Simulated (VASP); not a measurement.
Set up this calculation in VASP 6.6.1, as the native input.

```
Task                   : single point
Functional             : LDA
Potentials or basis    : VASP PAW LDA potentials, release 64 (Sn_d, O)
Cutoff                 : 520 eV
k mesh                 : 6 × 6 × 8
Occupations            : gaussian, width 0.05 eV
Spin                   : no spin polarisation
Dipole correction      : no
Further INCAR settings : ALGO = Normal; EDIFF = 1e-07; NBANDS = 35
```

The structure of SnO2 lies in POSCAR:

```
SnO2
1.0
    4.8820573695      0.0000000000      0.0000000000
    0.0000000000      4.8826571076      0.0000000000
    0.0000000000      0.0000000000      3.2983446198
Sn O
2 4
Direct
    0.5000000000      0.5000000000      0.5000000000
    0.0000000000      0.0000000000      0.0000000000
    0.3059833077      0.3321134587      0.0000000000
    0.8059833077      0.1678865413      0.5000000000
    0.1940166923      0.8321134587      0.5000000000
    0.6940166923      0.6678865413      0.0000000000
```

This cell differs from its parent crystal: atoms shifted along a free coordinate.

The input as run:

INCAR

```
PREC     = Accurate       # precision mode
ENCUT    = 520            # plane-wave cutoff, eV
EDIFF    = 1E-7           # SCF threshold, eV
ISMEAR   = 0              # smearing method
SIGMA    = 0.05           # smearing width, eV
LREAL    = F              # projectors in reciprocal space
LASPH    = T              # aspherical terms in the spheres
NELM     = 100            # most SCF steps
ALGO     = Normal         # electronic algorithm
ISIF     = 2              # what is computed and relaxed
LWAVE    = F              # write WAVECAR
LCHARG   = T              # write CHGCAR
LELF     = T              # ELF
LVHAR    = T            
NBANDS   = 35             # bands
```

KPOINTS

```
regular mesh
0
Gamma
  6 6 8
```

Potentials or basis: VASP PAW LDA potentials, release 64 (Sn_d, O).

Launch:

```console
$ cat potpaw_LDA.64/Sn_d/POTCAR potpaw_LDA.64/O/POTCAR > POTCAR
$ mpirun -np 1 vasp_std > vasp.out
```

Results of the run:

- Pressure: -12.9 GPa
- Largest force: 1.301 eV/Å
- Band gap on the k mesh: 0.46 eV

Caveat: the cell differs from its parent crystal (atoms shifted along a free coordinate); the stress differs along the axes, from -16 to -11 GPa; semilocal functionals underestimate gaps, and a narrow one can read as zero; spin-orbit coupling is left out, which moves the levels of the heavy elements; forces of over 1 eV/Å act on the atoms, so gaps and moduli don't describe the material at rest.

It took 4.4 min on 1 thread of Intel Xeon 8259CL (shared host), peak memory 0.28 GiB.
